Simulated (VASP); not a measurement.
# MgCd2S3 (Cmc2_1) in VASP: single point with PBE

Aim: the single point of MgCd2S3 with PBE.

All numbers are computed with VASP 6.6.1; they aren't measurements. Logs are shortened: lines on timing, memory, paths and dates and some standing lists are left out, and cuts for length are marked.

### 1 The cell of the first run

It takes space group Cmc2_1 (No. 36, orthorhombic). The conventional cell has a = 12.035 Å, b = 6.949 Å, c = 6.526 Å, α = 90.00°, β = 90.00°, γ = 90.00°. Within 3.1 Å of Mg (site symmetry m) lie 4 S at 2.38 to 2.39 Å. Cd (site symmetry 1) has 4 S at 2.49 to 2.50 Å within 3.3 Å. Within 3.1 Å of S (site symmetry 1) lie 1 Mg at 2.38 Å and 3 Cd at 2.49 to 2.50 Å. S (site symmetry m) has 2 Mg at 2.38 to 2.39 Å and 2 Cd at 2.49 Å within 3.1 Å.

### 2 Single point, PBE (22.74 Å³/atom)

Input file INCAR:

```
SYSTEM = MgCd2S3
PREC     = Accurate       ! precision mode
ENCUT    = 520            ! plane-wave cutoff, eV
EDIFF    = 1E-7           ! SCF threshold, eV
ISMEAR   = 0              ! smearing method
SIGMA    = 0.02           ! smearing width, eV
LREAL    = .False.        ! projectors in reciprocal space
LASPH    = .True.         ! aspherical terms in the spheres
NELM     = 60             ! most SCF steps
ALGO     = Normal         ! electronic algorithm
ISIF     = 2              ! what is computed and relaxed
LWAVE    = .False.        ! write WAVECAR
LCHARG   = .True.         ! write CHGCAR
GGA      = PE             ! functional
LELF     = .True.         ! ELF
LVHAR    = .True.       
NBANDS   = 56             ! bands
```

Input file KPOINTS:

```
Automatic mesh
0
Gamma
  6 6 4
  0 0 0
```

Input file POSCAR:

```
MgCd2S3
1.0
    6.0175701069     -3.4745570761      0.0000000000
    6.0175701069      3.4745570761      0.0000000000
    0.0000000000      0.0000000000      6.5263737209
Mg Cd S
2 4 6
Direct
    0.1647801786      0.8352198214      0.5006127208
    0.8352198214      0.1647801786      0.0006127208
    0.5051375083      0.1652596163      0.5009497034
    0.4948624917      0.8347403837      0.0009497034
    0.8347403837      0.4948624917      0.5009497034
    0.1652596163      0.5051375083      0.0009497034
    0.5092674948      0.1679127882      0.1186612162
    0.4907325052      0.8320872118      0.6186612162
    0.1540992123      0.8459007877      0.1351654398
    0.8459007877      0.1540992123      0.6351654398
    0.8320872118      0.4907325052      0.1186612162
    0.1679127882      0.5092674948      0.6186612162
```

Potentials or basis: VASP PAW PBE potentials, release 64 (Mg, Cd, S).

Started as:

```bash
$ cat potpaw_PBE.64/Mg/POTCAR potpaw_PBE.64/Cd/POTCAR potpaw_PBE.64/S/POTCAR > POTCAR
$ mpirun -np 1 vasp_std > vasp.out
```

OUTCAR:

```text
SYSTEM = MgCd2S3
   PREC = Accurate
   ENCUT = 520
   EDIFF = 1E-7
   ISMEAR = 0
   LREAL = .False.
   LASPH = .True.
   NELM = 60
   ISIF = 2
   GGA = PE

 ion  position               nearest neighbor table
   1  0.165  0.835  0.501-   8 2.38  12 2.38  10 2.38   9 2.39
   2  0.835  0.165  0.001-   7 2.38  11 2.38   9 2.38  10 2.39
   3  0.505  0.165  0.501-   8 2.49  12 2.49  10 2.49   7 2.50
   4  0.495  0.835  0.001-   7 2.49  11 2.49   9 2.49   8 2.50
   5  0.835  0.495  0.501-  12 2.49   8 2.49  10 2.49  11 2.50
   6  0.165  0.505  0.001-  11 2.49   7 2.49   9 2.49  12 2.50
   7  0.509  0.168  0.119-   2 2.38   4 2.49   6 2.49   3 2.50
   8  0.491  0.832  0.619-   1 2.38   3 2.49   5 2.49   4 2.50
   9  0.154  0.846  0.135-   2 2.38   1 2.39   4 2.49   6 2.49
  10  0.846  0.154  0.635-   1 2.38   2 2.39   3 2.49   5 2.49
  11  0.832  0.491  0.119-   2 2.38   6 2.49   4 2.49   5 2.50
  12  0.168  0.509  0.619-   1 2.38   5 2.49   3 2.49   6 2.50

  LATTYP: Found a base centered orthorhombic cell.
 ALAT       =     6.9491141522
 B/A-ratio  =     1.7318955985
 C/A-ratio  =     0.9391662848

  Lattice vectors:

 A1 = (  -6.0175701069,  -3.4745570761,   0.0000000000)
 A2 = (   6.0175701069,  -3.4745570761,   0.0000000000)
 A3 = (   0.0000000000,   0.0000000000,   6.5263737209)

Analysis of symmetry for initial positions (statically):
=====================================================================
 Subroutine PRICEL returns:
 Original cell was already a primitive cell.

 Routine SETGRP: Setting up the symmetry group for a
 base centered orthorhombic supercell.

 Subroutine GETGRP returns: Found  4 space group operations
 (whereof  2 operations were pure point group operations)
 out of a pool of  8 trial point group operations.

The static configuration has the point symmetry C_1h.
 The point group associated with its full space group is C_2v.

Analysis of symmetry for dynamics (positions and initial velocities):
=====================================================================
 Subroutine PRICEL returns:
 Original cell was already a primitive cell.

 Routine SETGRP: Setting up the symmetry group for a
 base centered orthorhombic supercell.

 Subroutine GETGRP returns: Found  4 space group operations
 (whereof  2 operations were pure point group operations)
 out of a pool of  8 trial point group operations.

The dynamic configuration has the point symmetry C_1h.
 The point group associated with its full space group is C_2v.

 Subroutine INISYM returns: Found  4 space group operations
 (whereof  2 operations are pure point group operations),
 and found     1 'primitive' translations

----------------------------------------------------------------------------------------

                                     Primitive cell

  volume of cell :     272.9119

  direct lattice vectors                    reciprocal lattice vectors
     6.017570107 -3.474557076  0.000000000     0.083090017 -0.143903234  0.000000000
     6.017570107  3.474557076  0.000000000     0.083090017  0.143903234  0.000000000
     0.000000000  0.000000000  6.526373721     0.000000000  0.000000000  0.153224446

  length of vectors
     6.948647125  6.948647125  6.526373721     0.166168865  0.166168865  0.153224446

  position of ions in fractional coordinates (direct lattice)
     0.164780179  0.835219821  0.500612721
     0.835219821  0.164780179  0.000612721
     0.505137508  0.165259616  0.500949703
     0.494862492  0.834740384  0.000949703
     0.834740384  0.494862492  0.500949703
     0.165259616  0.505137508  0.000949703
     0.509267495  0.167912788  0.118661216
     0.490732505  0.832087212  0.618661216
     0.154099212  0.845900788  0.135165440
     0.845900788  0.154099212  0.635165440
     0.832087212  0.490732505  0.118661216
     0.167912788  0.509267495  0.618661216

  ion indices of the primitive-cell ions
   primitive index   ion index
                 1           1
                 2           2
                 3           3
                 4           4
                 5           5
                 6           6
                 7           7
                 8           8
                 9           9
                10          10
                11          11
                12          12

----------------------------------------------------------------------------------------

 KPOINTS: Automatic mesh

Automatic generation of k-mesh.
 Grid dimensions read from file:
 generate k-points for:    6    6    4

 Generating k-lattice:

  Cartesian coordinates                     Fractional coordinates (reciprocal lattice)
     0.013848336 -0.023983872  0.000000000     0.166666667  0.000000000  0.000000000
     0.013848336  0.023983872  0.000000000     0.000000000  0.166666667  0.000000000
     0.000000000  0.000000000  0.038306112     0.000000000  0.000000000  0.250000000

  Length of vectors
     0.027694811  0.027694811  0.038306112

  Shift w.r.t. Gamma in fractional coordinates (k-lattice)
     0.000000000  0.000000000  0.000000000

 Subroutine IBZKPT returns following result:
 ===========================================

 Found     39 irreducible k-points:

 Following reciprocal coordinates:
            Coordinates               Weight
  0.000000  0.000000  0.000000      1.000000
  0.166667  0.000000  0.000000      4.000000
  0.333333 -0.000000  0.000000      4.000000
  0.500000  0.000000  0.000000      2.000000
  0.166667  0.166667  0.000000      2.000000
  0.333333  0.166667  0.000000      4.000000
[... 16 lines left out ...]
  0.333333  0.333333  0.250000      4.000000
  0.500000  0.333333  0.250000      8.000000
 [... further k-points ...]
   k-points           NKPTS =     39   k-points in BZ     NKDIM =     39   number of bands    NBANDS=     56
   number of dos      NEDOS =    301   number of ions     NIONS =     12
   total plane-waves  NPLWV = 145800
   dimension x,y,z NGX =    54 NGY =   54 NGZ =   50
   dimension x,y,z NGXF=   108 NGYF=  108 NGZF=  100
   ions per type =               2   4   6
   NGX,Y,Z   is equivalent  to a cutoff of  12.92, 12.92, 12.74 a.u.
   NGXF,Y,Z  is equivalent  to a cutoff of  25.84, 25.84, 25.47 a.u.
 SYSTEM =  MgCd2S3
   PREC   = accura    normal or accurate (medium, high low for compatibility)
   ISTART =      0    job   : 0-new  1-cont  2-samecut
   ICHARG =      2    charge: 1-file 2-atom 10-const
   ISPIN  =      1    spin polarized calculation?
   LNONCOLLINEAR =      F non collinear calculations
   LSORBIT =      F    spin-orbit coupling
   LASPH  =      T    aspherical Exc in radial PAW
   ENCUT  =  520.0 eV  38.22 Ry    6.18 a.u.  12.92 12.92 12.13*2*pi/ulx,y,z
   NELM   =     60;   NELMIN=  2; NELMDL= -5     # of ELM steps
   EDIFF  = 0.1E-06   stopping-criterion for ELM
   LREAL  =      F    real-space projection
   EDIFFG = 0.1E-05   stopping-criterion for IOM
   NSW    =      0    number of steps for IOM
   IBRION =     -1    ionic relax: 0-MD 1-quasi-New 2-CG
   NFREE  =      0    steps in history (QN), initial steepest desc. (CG)
   ISIF   =      2    stress and relaxation
   ISYM   =      2    0-nonsym 1-usesym 2-fastsym
   POTIM  = 0.5000    time-step for ionic-motion
   TEBEG  =    0.0;   TEEND  =   0.0 temperature during run
   PSTRESS=    0.0 pullay stress
   NELECT =      88.0000    total number of electrons
   NUPDOWN=      -1.0000    fix difference up-down
   EMIN   =  10.00;   EMAX   =-10.00  energy-range for DOS
   EFERMI =   0.00;   METHOD = LEGACY
   ISMEAR =     0;   SIGMA  =   0.02  broadening in eV -4-tet -1-fermi 0-gaus
   EFERMI_NEDOS =   21; number of points for ismear=-14 and -15
   IALGO  =     38    algorithm
   IMIX   =      4    mixing-type and parameters
     AMIX     =   0.40;   BMIX     =  1.00
     AMIX_MAG =   1.60;   BMIX_MAG =  1.00
  volume/ion in A,a.u.               =      22.74       153.48
  Fermi-wavevector in a.u.,A,eV,Ry     =   1.122608  2.121422 17.146731  1.260249
  Thomas-Fermi vector in A             =   2.259269
   LORBIT       =      0    0 simple, 1 ext, 2 COOP (PROOUT), +10 PAW based schemes
   GGA     = PE    functional components
   LHFCALC =     F    Hartree Fock is set to
   AEXX    =    0.0000 exact exchange contribution
   IVDW    =     0    specifies the selected vdW correction
   LEPSILON=     F    determine dielectric tensor
   LRPA    =     F    only Hartree local field effects (RPA)
 non-spin polarized calculation
 Gauss-broadening in eV      SIGMA  =   0.02
  energy-cutoff  :      520.00
  volume of cell :      272.91
 maximum number of plane-waves:      7383
 NGX is ok and might be reduce to    54
   NGX = 25   NGY = 25   NGZ = 25

 number of electron      87.9999998 magnetization

 Free energy of the ion-electron system (eV)
  ---------------------------------------------------
  ext. energy  EPLUGINS =         0.00000000
  ---------------------------------------------------
  free energy    TOTEN  =       -41.04346586 eV

  energy without entropy =      -41.04346586  energy(sigma->0) =      -41.04346586

 E-fermi :   1.7750     XC(G=0):  -9.1683

 val. band max:        1.6548063342   @ k =   0.0000   0.0000   0.0000
 cond. band min:       3.7856803017   @ k =   0.0000   0.0000   0.0000
 fundamental gap:      2.1308739675
 Fermi energy:         1.7749781782

 k-point     1 :       0.0000    0.0000    0.0000
  band No.  band energies     occupation
      1     -10.6315      2.00000
      2     -10.0896      2.00000
      3      -9.9718      2.00000
      4      -9.9688      2.00000
      5      -9.8898      2.00000
      6      -9.8494      2.00000
[... 48 lines left out ...]
     55       8.8124      0.00000
     56       8.9848      0.00000

 k-point     2 :       0.1667    0.0000    0.0000
  band No.  band energies     occupation
      1     -10.5895      2.00000
      2     -10.0883      2.00000
      3     -10.0238      2.00000
      4      -9.9623      2.00000
      5      -9.9099      2.00000
      6      -9.8284      2.00000
[... 1291 lines left out ...]
  band No.  band energies     occupation
      1     -10.3123      2.00000
      2     -10.1671      2.00000
      3     -10.1121      2.00000
      4     -10.0022      2.00000
      5      -9.9107      2.00000
      6      -9.8792      2.00000
[... 48 lines left out ...]
     55       8.1800      0.00000
     56       8.5913      0.00000

 [... further k-points ...]
[... 5 lines left out ...]
  --------------------------------------------------------------------------------------
  -------------------------------------------------------------------------------------
  Total       11.0855848     11.1183394     11.0955525      0.0000000      0.0000000      0.0000000
  in kB       65.0798656     65.2721573     65.1383828      0.0000000      0.0000000      0.0000000
  external PRESSURE =      65.1634686 kB  Pullay stress =       0.0000000 kB

 VOLUME and BASIS-vectors are now :
 -----------------------------------------------------------------------------
  energy-cutoff  :      520.00
  volume of cell :      272.91
      direct lattice vectors                 reciprocal lattice vectors
     6.017570107 -3.474557076  0.000000000     0.083090017 -0.143903234  0.000000000
     6.017570107  3.474557076  0.000000000     0.083090017  0.143903234  0.000000000
     0.000000000  0.000000000  6.526373721     0.000000000  0.000000000  0.153224446

 POSITION                                       TOTAL-FORCE (eV/Angst)
 -----------------------------------------------------------------------------------
      6.01757      2.32948      3.26719         0.000000     -0.002187     -0.000706
      6.01757     -2.32948      0.00400         0.000000      0.002187     -0.000706
      4.03416     -1.18093      3.26938         0.001265     -0.002592     -0.002107
      8.00098      1.18093      0.00620        -0.001265      0.002592     -0.002107
      8.00098     -1.18093      3.26938        -0.001265     -0.002592     -0.002107
      4.03416      1.18093      0.00620         0.001265      0.002592     -0.002107
      4.07498     -1.18606      0.77443         0.040016     -0.022791     -0.013902
      7.96016      1.18606      4.03761        -0.040016      0.022791     -0.013902
      6.01757      2.40370      0.88214         0.000000      0.044415      0.032722
      6.01757     -2.40370      4.14533         0.000000     -0.044415      0.032722
      7.96016     -1.18606      0.77443        -0.040016     -0.022791     -0.013902
      4.07498      1.18606      4.03761         0.040016      0.022791     -0.013902
 -----------------------------------------------------------------------------------
    total drift:                                0.000000      0.000000      0.000716

  FREE ENERGIE OF THE ION-ELECTRON SYSTEM (eV)
  ---------------------------------------------------
  free  energy   TOTEN  =       -41.0434658609 eV

  energy  without entropy=      -41.0434658609  energy(sigma->0) =      -41.04346586
```

It took 27 min on 1 thread of Intel Xeon 8259CL, shared host; peak memory 0.7 GiB.

Results:

- Free energy: -41.0435 eV
- Pressure: 6.5 GPa
- Largest force: 0.055 eV/Å
- Band gap on the k mesh: 2.13 eV

Forces on the atoms (eV/Å):
```
Mg   0.000 -0.002 -0.001
Mg   0.000  0.002 -0.001
Cd   0.001 -0.003 -0.002
Cd  -0.001  0.003 -0.002
Cd  -0.001 -0.003 -0.002
Cd   0.001  0.003 -0.002
S    0.040 -0.023 -0.014
S   -0.040  0.023 -0.014
S    0.000  0.044  0.033
S    0.000 -0.044  0.033
S   -0.040 -0.023 -0.014
S    0.040  0.023 -0.014
```

Caveat: the cell stands under pressure. A k mesh can miss the band edges.
